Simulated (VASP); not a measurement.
BP:

```xyz
2
Lattice="0.0000 2.2227 2.2227 2.2227 0.0000 2.2227 2.2227 2.2227 0.0000" Properties=species:S:1:pos:R:3 pbc="T T T"
P     3.3340    3.3340    3.3340
B     0.0000    0.0000    0.0000
```

Base run:

- Program: VASP 6.6.1
- Functional: PBE
- Dispersion: D3(BJ)
- Potentials or basis: VASP PAW PBE potentials, release 64 (P, B)
- Cutoff: 520 eV
- k mesh: 10 × 10 × 10
- Occupations: fermi-dirac, width 0.05 eV
- Spin: no spin polarisation

Its results: band gap on the k mesh 1.15 eV (least direct gap 3.50 eV); pressure 7.4 GPa.

Question: The run is repeated on the same cell with these changes: functional from PBE to revPBE. What comes out?

Answer: Band gap on the k mesh 1.15 eV (least direct gap 3.49 eV); pressure 4.3 GPa.

Caveats: the cell stands under pressure; the PAW data sets were made with another functional, which shifts forces and pressure a little (at least some runs).

A k mesh can miss the band edges.
